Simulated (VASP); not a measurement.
**In: single point with PBE0**

Crystal: In.

```
In
1.0
    -1.86989    1.86989    1.86989
     1.86989   -1.86989    1.86989
     1.86989    1.86989   -1.86989
In
1
Cartesian
  0.0000 0.0000 0.0000
```

| Quantity | Value |
| --- | --- |
| Program | VASP 6.6.1 |
| Task | single point |
| Functional | PBE0 |
| Potentials or basis | VASP PAW PBE potentials, release 64 (In_d) |
| Cutoff | 520 eV |
| k mesh | 6 × 6 × 6 |
| Occupations | fermi-dirac, width 0.05 eV |
| Spin | no spin polarisation |
| Dipole correction | no |
| Grid for exact exchange (PRECFOCK) | Normal |
| Further INCAR settings | ALGO = Normal; EDIFF = 1e-06; NBANDS = 12 |

| Property | Result |
| --- | --- |
| Pressure | 0.0 GPa |

Levels at points of the mesh, in eV from the Fermi level:
```tsv
k point	band 3	band 4	band 5	band 6	band 7	band 8	band 9	band 10
(0.00, 0.00, 0.00)	-17.27	-16.98	-16.98	-11.35	12.48	12.48	12.48	14.08
(0.50, 0.00, 0.00)	-16.99	-16.98	-16.80	-4.86	-4.14	6.91	8.32	11.03
(0.50, 0.50, 0.50)	-16.84	-16.84	-16.84	1.64	1.64	1.64	1.64	5.83
```

Wall time 14 min on 1 thread of Intel(R) Xeon(R) Platinum 8259CL CPU @ 2.50GHz (Skylake/Cascade Lake), on a shared host, peak memory 0.16 GiB.

Caveat: the k points lie up to 0.40 Å⁻¹ apart; the PAW data sets were made with another functional, which shifts forces and pressure a little; spin-orbit coupling is left out, which moves the levels of the heavy elements.
